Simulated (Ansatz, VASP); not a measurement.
## Pd in VASP and in Ansatz

```
Pd
1.0
     0.00000    1.95778    1.95778
     1.95778    0.00000    1.95778
     1.95778    1.95778    0.00000
Pd
1
Cartesian
  0.0000 0.0000 0.0000
```

Change from the starting cell: volume scaled by 1.02.

Alike in both runs: task single point; functional LDA; k mesh 18 × 18 × 18; occupations fermi-dirac, width 0.05 eV; no spin polarisation.

```csv
,VASP,Ansatz
version,VASP 6.6.1,Ansatz 0.2.0
potentials or method,"VASP PAW LDA potentials, release 64 (Pd), cutoff 520 eV","all-electron LAPW, scalar-relativistic"
```

VASP gave:

```
pressure (GPa) : -11.2
```

Problem. Estimate Ansatz's values.

Solution. Pressure (GPa): -11.5.

LDA's correlation is that of Perdew and Zunger in VASP and of Perdew and Wang (1992) in Ansatz. Ansatz ran all-electron here, and VASP with PAW potentials.
